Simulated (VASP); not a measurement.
## SnO2: single point with HF

Crystal: SnO2.

```
CELL_PARAMETERS angstrom
4.76051 0.00000 0.00000
0.00000 4.76070 0.00000
0.00000 0.00000 3.20005
ATOMIC_POSITIONS crystal
Sn 0.50000 0.50000 0.50000
Sn 0.00000 0.00000 0.00000
O 0.30583 0.30592 0.00000
O 0.80583 0.19408 0.50000
O 0.19417 0.80592 0.50000
O 0.69417 0.69408 0.00000
```

| Property | Result |
| --- | --- |
| Program | VASP 6.6.1 |
| Task | single point |
| Functional | HF |
| Potentials or basis | VASP PAW PBE potentials, release 64 (Sn_d, O) |
| Cutoff | 520 eV |
| k mesh | 2 × 2 × 4 |
| Occupations | gaussian, width 0.01 eV |
| Spin | no spin polarisation |

| Property | Result |
| --- | --- |
| Pressure | -7.5 GPa |
| Largest force | 0.059 eV/Å |
| Band gap on the k mesh | 12.23 eV (least direct gap 12.29 eV) |

Forces on the atoms (eV/Å):
```
Sn   0.000  0.000  0.000
Sn   0.000  0.000  0.000
O    0.042  0.041  0.000
O    0.042 -0.041  0.000
O   -0.042  0.041  0.000
O   -0.042 -0.041  0.000
```

Stress tensor (GPa, compression positive):
```
-6.35  0.00  0.00
 0.00 -6.35  0.00
 0.00  0.00 -9.83
```

Levels at points of the mesh, in eV from the valence-band top:
```csv
k point,band 22,band 23,band 24,band 25,band 26,band 27,band 28,band 29,band 30,band 31
"(0.00, 0.00, 0.00)",-0.59,-0.59,-0.54,-0.54,-0.06,12.23,17.51,17.51,17.72,21.48
"(0.50, 0.00, 0.00)",-1.90,-0.49,-0.49,-0.45,-0.45,15.70,15.70,18.33,18.33,23.40
"(0.00, 0.50, 0.00)",-1.90,-0.49,-0.49,-0.45,-0.45,15.70,15.70,18.33,18.33,23.40
"(0.50, 0.50, 0.00)",-1.83,-1.21,-1.21,-0.64,-0.64,16.37,16.37,18.82,18.82,23.37
"(0.00, 0.00, 0.50)",-2.12,-2.06,-2.06,-1.60,-1.60,18.33,18.33,21.42,21.42,23.02
"(0.50, 0.00, 0.50)",-1.93,-1.31,-1.31,0.00,0.00,18.61,18.61,19.68,19.68,23.41
"(0.00, 0.50, 0.50)",-1.93,-1.31,-1.31,0.00,0.00,18.61,18.61,19.68,19.68,23.41
"(0.50, 0.50, 0.50)",-1.79,-1.13,-1.13,-0.94,-0.94,16.44,16.44,20.15,20.15,23.54
```

Run time: 32 min on 1 thread of Intel Xeon 8259CL (shared host), peak memory 0.2 GiB.

Caveat: the k points lie up to 0.66 Å⁻¹ apart; the PAW data sets were made with another functional, which shifts forces and pressure a little; spin-orbit coupling is left out, which moves the levels of the heavy elements. A k mesh can miss the band edges.
